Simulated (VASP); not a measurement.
TaN, 2 atoms in the cell. Symmetry: I4/mmm, No. 139, tetragonal system. The conventional cell has a = 3.159 Å, b = 3.159 Å, c = 4.249 Å, α = 90.00°, β = 90.00°, γ = 90.00°. Ta (site symmetry 4/mmm) has 6 N at 2.12 to 2.23 Å within 2.8 Å. N (site symmetry 4/mmm) has 6 Ta at 2.12 to 2.23 Å within 2.8 Å.  This cell differs from its parent crystal: strain +0.025 along x and y, -0.025 along z.

- Program: VASP 6.6.1
- Task: single point
- Functional: r2SCAN
- Potentials or basis: VASP PAW PBE potentials, release 64 (Ta_pv, N)
- Cutoff: 520 eV
- k mesh: 18 × 18 × 18
- Occupations: gaussian, width 0.15 eV
- Spin: no spin polarisation
- Dipole correction: no
- Further INCAR settings: ALGO = Normal; EDIFF = 1e-06; NBANDS = 15

Potentials or basis: VASP PAW PBE potentials, release 64 (Ta_pv, N).

Launch:

```sh
$ cat potpaw_PBE.64/Ta_pv/POTCAR potpaw_PBE.64/N/POTCAR > POTCAR
$ cp INCAR.step1 INCAR
$ mpirun -np 1 vasp_std > vasp.out
$ cp INCAR.step2 INCAR
$ mpirun -np 1 vasp_std > vasp.out
```

Hardware: 1 thread of Intel Xeon 8259CL, on a shared host.

Question: Estimate the wall time of this run.

Answer: Run time: 8 min on 1 thread of Intel Xeon 8259CL (shared host), peak memory 0.28 GiB. Counts: k points 480.
